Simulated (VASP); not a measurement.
**Si: single point with r2SCAN**

Crystal: Si.

```
Si
1.0
     2.79886    0.00000    0.00000
    -1.39943    2.42388    0.00000
     0.00000    0.00000    4.39361
Si
2
Direct
  0.33333 0.66667 0.25000
  0.66667 0.33333 0.75000
```

This cell differs from its parent crystal: strain +0.050 along x and y, -0.025 along z.

```json
{
  "Program": "VASP 6.6.1",
  "Task": "single point",
  "Functional": "r2SCAN",
  "Potentials or basis": "VASP PAW PBE potentials, release 64 (Si)",
  "Cutoff": "520 eV",
  "k mesh": "24 × 24 × 10",
  "Occupations": "gaussian, width 0.15 eV",
  "Spin": "no spin polarisation"
}
```

```yaml
Pressure: -6.1 GPa
Band_gap_on_the_k_mesh: zero (band 4 reaches 17.84 eV, above the bottom of band 5 at 5.71 eV)
```

Stress tensor (GPa, compression positive):
```
-6.57  0.00  0.00
 0.00 -6.57  0.00
 0.00  0.00 -5.03
```

Levels at points of the mesh, in eV from the Fermi level:
```csv
k point,band 1,band 2,band 3,band 4,band 5,band 6,band 7,band 8,band 9
"(0.00, 0.00, 0.00)",-15.09,-7.35,-7.06,7.76,7.76,9.46,9.46,12.38,12.57
"(0.50, 0.00, 0.00)",-9.03,-8.16,-1.74,-1.16,-0.89,0.15,2.80,5.32,8.95
"(0.00, 0.00, 0.50)",-13.09,-13.09,2.20,2.20,9.29,9.29,9.29,9.29,11.70
"(0.50, 0.00, 0.50)",-7.07,-7.07,-6.23,-6.23,4.57,4.57,6.33,6.33,7.80
```

Run time: 3.8 min on 1 thread of Intel Xeon 6975P-C, with other jobs on the host, peak memory 0.23 GiB.

Caveat: the cell differs from its parent crystal (strain +0.050 along x and y, -0.025 along z); the PAW data sets were made with another functional, which shifts forces and pressure a little.
